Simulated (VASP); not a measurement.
## SnO: single point with LDA

SnO:

```
Sn O
1.0
     3.81370    0.00000    0.00000
     0.00000    3.81370    0.00000
     0.00000    0.00000    4.88691
Sn O
2 2
Cartesian
  1.9068 0.0000 3.7367
  0.0000 1.9068 1.1503
  0.0000 0.0000 0.0000
  1.9068 1.9068 0.0000
```

```json
{"Program": "VASP 6.6.1", "Task": "single point", "Functional": "LDA", "Potentials or basis": "VASP PAW LDA potentials, release 64 (Sn_d, O_h)", "Cutoff": "910 eV", "k mesh": "4 × 4 × 3", "Occupations": "fermi-dirac, width 0.05 eV", "Spin": "no spin polarisation", "Dipole correction": "no", "Second run": "hard_potentials", "Further INCAR settings": "ALGO = Normal; EDIFF = 1e-06; NBANDS = 28"}
```

| Quantity | Value |
| --- | --- |
| Pressure | -3.1 GPa |
| Largest force | 0.116 eV/Å |
| Band gap on the k mesh | 0.22 eV, indirect (least direct gap 2.03 eV) |

Forces on the atoms (eV/Å):
```
Sn   0.000  0.000  0.116
Sn   0.000  0.000 -0.116
O    0.000  0.000  0.000
O    0.000  0.000  0.000
```

Stress tensor (GPa, compression positive):
```
-3.31  0.00  0.00
 0.00 -3.31  0.00
 0.00  0.00 -2.74
```

Levels at points of the mesh, in eV from the valence-band top:
| k point | band 17 | band 18 | band 19 | band 20 | band 21 | band 22 | band 23 | band 24 |
| --- | --- | --- | --- | --- | --- | --- | --- | --- |
| (0.00, 0.00, 0.00) | -3.40 | -3.11 | -3.11 | 0.00 | 2.04 | 4.15 | 4.79 | 4.79 |
| (0.50, 0.00, 0.00) | -4.79 | -4.79 | -2.58 | -2.58 | 3.13 | 3.13 | 5.85 | 5.85 |
| (0.50, 0.50, 0.00) | -2.43 | -2.43 | -1.81 | -1.81 | 0.22 | 0.22 | 4.44 | 4.44 |

It took 43 s on 1 thread of AMD EPYC 7R43 64-Core Processor (Zen 3), on a shared host, peak memory 0.19 GiB.

Caveat: the k points lie up to 0.43 Å⁻¹ apart; the cutoff is under 1.25 times the usual one of these potentials, so pressure, stress and relaxed cells hold a basis-set (Pulay) error; spin-orbit coupling is left out, which moves the levels of the heavy elements. A k mesh can miss the band edges.
